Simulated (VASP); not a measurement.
Write the native input for VASP 6.6.1 that does the following.

```
Task                               : single point
Functional                         : HSE06
Potentials or basis                : VASP PAW PBE potentials, release 64 (Sn_d, S)
Cutoff                             : 400 eV
k mesh                             : 6 × 6 × 2
Occupations                        : gaussian, width 0.01 eV
Spin                               : no spin polarisation
Dipole correction                  : no
Grid for exact exchange (PRECFOCK) : Normal
Further INCAR settings             : ALGO = Normal; EDIFF = 1e-06; NBANDS = 20
Share of exact exchange            : 0.25
Screening parameter                : 0.2079 1/Å
```

The system is SnS2.

```
Sn S
1.0
     3.66075    0.00000    0.00000
    -1.83038    3.17031    0.00000
     0.00000    0.00000    5.96178
Sn S
1 2
Direct
  0.00000 0.00000 0.00000
  0.33333 0.66667 0.24559
  0.66667 0.33333 0.75441
```

The input as run:

POSCAR

```
SnS2
1.0
    3.6607548100      0.0000000000      0.0000000000
   -1.8303774050      3.1703066624      0.0000000000
    0.0000000000      0.0000000000      5.9617808746
Sn S
1 2
Direct
    0.0000000000      0.0000000000      0.0000000000
    0.3333333333      0.6666666667      0.2455905346
    0.6666666667      0.3333333333      0.7544094654
```

INCAR.step1

```
PREC = Accurate
ENCUT = 400
EDIFF = 1E-5
ISMEAR = 0
SIGMA = 0.01
LREAL = False
LASPH = True
NELM = 120
ALGO = Normal
ISIF = 2
LWAVE = True
NBANDS = 20
GGA = PE
GGA_COMPAT = False
```

INCAR.step2

```
PREC = Accurate
ENCUT = 400
EDIFF = 1E-6
ISMEAR = 0
SIGMA = 0.01
LREAL = False
LASPH = True
NELM = 120
ALGO = Normal
ISIF = 2
LWAVE = False
LCHARG = True
GGA = PE
LHFCALC = True
HFSCREEN = 0.2079
PRECFOCK = Normal
LELF = True
LVHAR = True
NBANDS = 20
ISTART = 1
GGA_COMPAT = False
```

KPOINTS

```
regular mesh
0
Gamma
  6 6 2
```

Potentials or basis: VASP PAW PBE potentials, release 64 (Sn_d, S).

The run is started by

```bash
$ cat potpaw_PBE.64/Sn_d/POTCAR potpaw_PBE.64/S/POTCAR > POTCAR
$ cp INCAR.step1 INCAR
$ mpirun -np 1 vasp_std > vasp.out
$ cp INCAR.step2 INCAR
$ mpirun -np 1 vasp_std > vasp.out
```

It gave:

```yaml
Pressure: -0.3 GPa
Largest_force: 0.265 eV/Å
Band_gap_on_the_k_mesh: 2.43 eV (least direct gap 2.80 eV)
```

Caveat: the k points lie up to 0.53 Å⁻¹ apart; the PAW data sets were made with another functional, which shifts forces and pressure a little; spin-orbit coupling is left out, which moves the levels of the heavy elements; this functional lacks dispersion, which binds the layers, so the pressure and a relaxed spacing across them are unreliable.

Run time: 15 min on 1 thread of Intel(R) Xeon(R) Platinum 8375C CPU @ 2.90GHz (Ice Lake) (shared host), peak memory 0.27 GiB.
